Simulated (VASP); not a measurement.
A run of VASP 6.6.1:

The input POSCAR:

```
GaB
1.0
    2.7182400000      0.0000000000      0.0000000000
    0.0000000000      2.7182400000      0.0000000000
    0.0000000000      0.0000000000      3.2362100000
Ga B
1 1
Direct
    0.5000000000      0.5000000000      0.5000000000
    0.0000000000      0.0000000000      0.0000000000
```

Contents of INCAR.step1:

```
SYSTEM = GaB
ALGO = Normal
EDIFF = 1E-4
ENCUT = 520
GGA = PE
ISMEAR = -1
LASPH = .True.
LCHARG = .False.
LREAL = .False.
LWAVE = .True.
NBANDS = 15
NELM = 80
PREC = Accurate
SIGMA = 0.05
```

Contents of INCAR.step2:

```
SYSTEM = GaB
ALGO = Normal
EDIFF = 1E-6
ENCUT = 520
ISIF = 2
ISMEAR = -1
ISTART = 1
LASPH = .True.
LCHARG = .True.
LELF = .True.
LMIXTAU = .True.
LREAL = .False.
LVHAR = .True.
LWAVE = .False.
METAGGA = R2SCAN
NBANDS = 15
NELM = 80
PREC = Accurate
SIGMA = 0.05
```

File KPOINTS:

```
k-points
0
Gamma
  6 6 5
  0 0 0
```

Potentials or basis: VASP PAW PBE potentials, release 64 (Ga_d, B).

The run is started by

```console
$ cat potpaw_PBE.64/Ga_d/POTCAR potpaw_PBE.64/B/POTCAR > POTCAR
$ cp INCAR.step1 INCAR
$ mpirun -np 1 vasp_std > vasp.out
$ cp INCAR.step2 INCAR
$ mpirun -np 1 vasp_std > vasp.out
```

Hardware: 1 thread of Intel(R) Xeon(R) 6975P-C (Granite Rapids) (shared host).

Estimate the wall time of this run.

It took 14 s on 1 thread of Intel(R) Xeon(R) 6975P-C (Granite Rapids), on a shared host, peak memory 0.14 GiB. Counts: k points 30.
